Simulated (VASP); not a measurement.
Set up this calculation in VASP 6.6.1, as the native input.

```
Task                   : single point
Functional             : LDA
Potentials or basis    : VASP PAW LDA potentials, release 64 (Rb_sv, Cl)
Cutoff                 : 500 eV
k mesh                 : 6 × 6 × 6
Occupations            : gaussian, width 0.01 eV
Spin                   : no spin polarisation
Dipole correction      : no
Further INCAR settings : ALGO = Normal; EDIFF = 1e-06; NBANDS = 15
```

The structure of RbCl lies in POSCAR:

```
RbCl
1.0
    0.0000000000      3.2409270317      3.2409270317
    3.2409270317      0.0000000000      3.2409270317
    3.2409270317      3.2409270317      0.0000000000
Rb Cl
1 1
Direct
    0.0000000000      0.0000000000      0.0000000000
    0.5000000000      0.5000000000      0.5000000000
```

One way to write it, as run:

INCAR

```
ALGO = Normal ; EDIFF = 1E-6
ENCUT = 500 ; GGA = CA
GGA_COMPAT = F ; ISIF = 2
ISMEAR = 0 ; LASPH = T
LCHARG = F ; LREAL = F
LWAVE = F ; NBANDS = 15
NELM = 120 ; PREC = Accurate
SIGMA = 0.01
```

KPOINTS

```
k-points
0
Gamma
  6 6 6
```

Potentials or basis: VASP PAW LDA potentials, release 64 (Rb_sv, Cl).

The run is started by

```sh
$ cat potpaw_LDA.64/Rb_sv/POTCAR potpaw_LDA.64/Cl/POTCAR > POTCAR
$ mpirun -np 1 vasp_std > vasp.out
```

It gave:

| Item | Value |
| --- | --- |
| Pressure | -0.9 GPa |
| Band gap on the k mesh | 4.70 eV, direct |

Run time: 14 s on 1 thread of Intel(R) Xeon(R) Platinum 8488C (Sapphire Rapids) (shared host), peak memory 0.17 GiB.
